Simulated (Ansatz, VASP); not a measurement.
# MoS2 in VASP and in Ansatz

```xyz
6
Lattice="3.1844 0.0000 0.0000 -1.5922 2.7577 0.0000 0.0000 0.0000 12.9871" Properties=species:S:1:pos:R:3 pbc="T T T"
Mo    0.0000    1.8385    3.2468
Mo    1.5922    0.9192    9.7403
S     0.0000    1.8385    8.1877
S     1.5922    0.9192    1.6941
S     0.0000    1.8385   11.2930
S     1.5922    0.9192    4.7994
```

Alike in both runs: functional r2SCAN; k mesh 12 × 12 × 4; occupations gaussian, width 0.02 eV; no spin polarisation.

Ansatz relaxed the structure, and its values are those at the end. VASP's run is a single point on that final structure, the one shown.

|  | VASP | Ansatz |
| --- | --- | --- |
| version | VASP 6.6.1 | Ansatz 0.2.0 |
| potentials or method | VASP PAW PBE potentials, release 64 (Mo_sv, S), cutoff 520 eV | scalar-relativistic, plane waves, PAW |
| valence electrons in the cell | 52 | 52 |

Ansatz gave:

| Item | Value |
| --- | --- |
| gap on the k mesh at the Fermi level (eV) | 1.16 |
| least direct gap on the mesh (eV) | 1.72 |
| pressure (GPa) | 0.0 |

Which values does VASP return?

gap on the k mesh at the Fermi level (eV): 1.18; least direct gap on the mesh (eV): 1.73; pressure (GPa): 0.0.

VASP's potentials were made for PBE, not for r2SCAN. With one functional, cell and mesh, what is left measures potentials, basis and numerics.
